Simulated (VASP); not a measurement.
A run of VASP 6.6.1 is set up as follows.

INCAR

```
PREC     = Accurate       # precision mode
ENCUT    = 700            # plane-wave cutoff, eV
EDIFF    = 1E-6           # SCF threshold, eV
ISMEAR   = 0              # smearing method
SIGMA    = 0.1            # smearing width, eV
LREAL    = False          # projectors in reciprocal space
LASPH    = True           # aspherical terms in the spheres
NELM     = 120            # most SCF steps
ALGO     = Normal         # electronic algorithm
ISIF     = 2              # what is computed and relaxed
LWAVE    = False          # write WAVECAR
LCHARG   = False          # write CHGCAR
GGA      = PE             # functional
NBANDS   = 20             # bands
ISYM     = -1           
GGA_COMPAT= False
```

File KPOINTS:

```
explicit points
4
Reciprocal
  0.25000000   0.25000000   0.00000000 2
  0.25000000   0.25000000   0.50000000 2
  0.25000000   0.75000000   0.00000000 2
  0.25000000   0.75000000   0.50000000 2
```

File POSCAR:

```
CdF2
1.0
    0.0000000000      2.6940000000      2.6940000000
    2.6940000000      0.0000000000      2.6940000000
    2.6940000000      2.6940000000      0.0000000000
Cd F
1 2
Direct
    0.0000000000      0.0000000000      0.0000000000
    0.2500000000      0.2500000000      0.2500000000
    0.7500000000      0.7500000000      0.7500000000
```

Potentials or basis: VASP PAW PBE potentials, release 64 (Cd, F).

Run with:

```sh
$ cat potpaw_PBE.64/Cd/POTCAR potpaw_PBE.64/F/POTCAR > POTCAR
$ mpirun -np 1 vasp_std > vasp.out
```

(1) What does it give for the band gap on the k mesh?

(2) What does it give for the pressure?

Answers

(1) 5.29 eV (least direct gap 5.61 eV).

(2) 5.9 GPa.

Caveat: the cell stands under pressure; a shifted mesh leaves out Γ, where band edges can lie.
